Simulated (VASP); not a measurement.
Input of a VASP 6.6.1 run:

INCAR

```
PREC     = Accurate       # precision mode
ENCUT    = 520            # plane-wave cutoff, eV
EDIFF    = 1E-6           # SCF threshold, eV
ISMEAR   = 0              # smearing method
SIGMA    = 0.2            # smearing width, eV
LREAL    = False          # projectors in reciprocal space
LASPH    = True           # aspherical terms in the spheres
NELM     = 80             # most SCF steps
ALGO     = Normal         # electronic algorithm
ISIF     = 2              # what is computed and relaxed
LWAVE    = False          # write WAVECAR
LCHARG   = False          # write CHGCAR
GGA      = PE             # functional
NBANDS   = 20             # bands
```

KPOINTS

```
regular mesh
0
Gamma
  6 6 6
```

POSCAR

```
GaMo
1.0
    0.0000000000      2.8446771642      2.8446771642
    2.8446771642      0.0000000000      2.8446771642
    2.8446771642      2.8446771642      0.0000000000
Ga Mo
1 1
Direct
    0.0000000000      0.0000000000      0.0000000000
    0.7500000000      0.7500000000      0.7500000000
```

Potentials or basis: VASP PAW PBE potentials, release 64 (Ga_d, Mo_sv).

The run is started by

```bash
$ cat potpaw_PBE.64/Ga_d/POTCAR potpaw_PBE.64/Mo_sv/POTCAR > POTCAR
$ mpirun -np 1 vasp_std > vasp.out
```

(1) Estimate the pressure.

Answers

(1) 0.8 GPa.
